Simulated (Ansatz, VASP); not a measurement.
# Two plane-wave programs on KP3Ru

File INCAR:

```
SYSTEM = KP3Ru
  ALGO = Normal
  EDIFF = 1E-6
  ENCUT = 520
  GGA = PE
  ISIF = 2
  ISMEAR = 0
  ISPIN = 2
  LASPH = .TRUE.
  LCHARG = .FALSE.
  LMAXMIX = 4
  LORBIT = 11
  LREAL = .FALSE.
  LWAVE = .FALSE.
  MAGMOM = 0 0 0 0 1
  NBANDS = 31
  NELM = 150
  PREC = Accurate
  SIGMA = 0.1
```

File KPOINTS:

```
k-points
0
G
  4 4 4
  0 0 0
```

File POSCAR:

```
KP3Ru
1.0
    4.9182725816      0.0000000000      0.0000000000
    0.0000000000      4.9182725816      0.0000000000
    0.0000000000      0.0000000000      4.9182725816
K P Ru
1 3 1
Direct
    0.5000000000      0.5000000000      0.5000000000
    0.0000000000      0.5000000000      0.5000000000
    0.5000000000      0.5000000000      0.0000000000
    0.5000000000      0.0000000000      0.5000000000
    0.0000000000      0.0000000000      0.0000000000
```

Input for Ansatz:

```yaml
crystal:
  lattice:
    - [4.9182725816, 0.0, 0.0]
    - [0.0, 4.9182725816, 0.0]
    - [0.0, 0.0, 4.9182725816]
  atoms:
    - { symbol: K, position: [0.5, 0.5, 0.5] }
    - { symbol: P, position: [0.0, 0.5, 0.5] }
    - { symbol: P, position: [0.5, 0.5, 0.0] }
    - { symbol: P, position: [0.5, 0.0, 0.5] }
    - { symbol: Ru, position: [0.0, 0.0, 0.0], spin: 1.0 }
basis:
  ecutwfc: 420
kpoints:
  mp_grid: { grid: [4, 4, 4] }
hamiltonian:
  xc: pbe
scf:
  occupations: { method: gaussian, width: 0.1 }
  lower_state_search: "off"
output:
  forces: true
  stress: true
  eigenvalues: true
  populations: true
magnetization:
  spin_polarized: true
```

Change from the starting cell: species swapped into the EuRh3C type (Pm-3m, No. 221).

Alike in both runs: task single point; functional PBE; k mesh 4 × 4 × 4; occupations gaussian, width 0.1 eV; collinear spin.

```csv
,VASP,Ansatz
version,VASP 6.6.1,Ansatz 0.2.0
potentials or method,"VASP PAW PBE potentials, release 64 (K_sv, P, Ru_pv), cutoff 520 eV","scalar-relativistic, plane waves, PAW"
valence electrons in the cell,38,40
```

```tsv
	VASP	Ansatz	Ansatz less VASP
gap on the k mesh at the Fermi level (eV)	none	none	-
pressure (GPa)	2.3	2.0	-0.30
net moment per atom (μB)	0.50	0.50	-0.001
size of the moment on the site where the two differ most (μB)	2.42	2.55	+0.133
```

Site moments also hang on the region over which each program counts them. A gap of «none» marks a metal or a gap that the smearing closes. VASP's potentials hold 38 valence electrons a cell and Ansatz's 40, so a difference there can come from the potentials and not from the codes.
